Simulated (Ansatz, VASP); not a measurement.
## SiNi: VASP beside Ansatz

```
Ni Si
1.0
     0.00000    2.30249    2.30249
     2.30249    0.00000    2.30249
     2.30249    2.30249    0.00000
Ni Si
1 1
Direct
  0.00000 0.00000 0.00000
  0.50000 0.50000 0.50000
```

Alike in both runs: task relaxation of cell and atoms; functional PBE; k mesh 15 × 15 × 15; occupations fermi-dirac, width 0.1 eV; no spin polarisation.

|  | VASP | Ansatz |
| --- | --- | --- |
| version | VASP 6.6.1 | Ansatz 0.2.0 |
| potentials or method | VASP PAW PBE potentials, release 64 (Ni, Si) | PAW with Ansatz's default frozen-core files, scalar-relativistic |
| plane-wave cutoff (eV) | 600 | 420 |
| valence electrons in the cell | 14 | 22 |

|  | VASP | Ansatz | Ansatz less VASP |
| --- | --- | --- | --- |
| relaxed volume (Å³/atom) | 13.31 | 13.32 | +0.009 |
| relaxed length of the cell vector where the two differ most in proportion (Å) | 3.351 | 3.352 | +0.0007 |

VASP's potentials hold 14 valence electrons a cell and Ansatz's 22, so a difference there can come from the potentials and not from the codes.
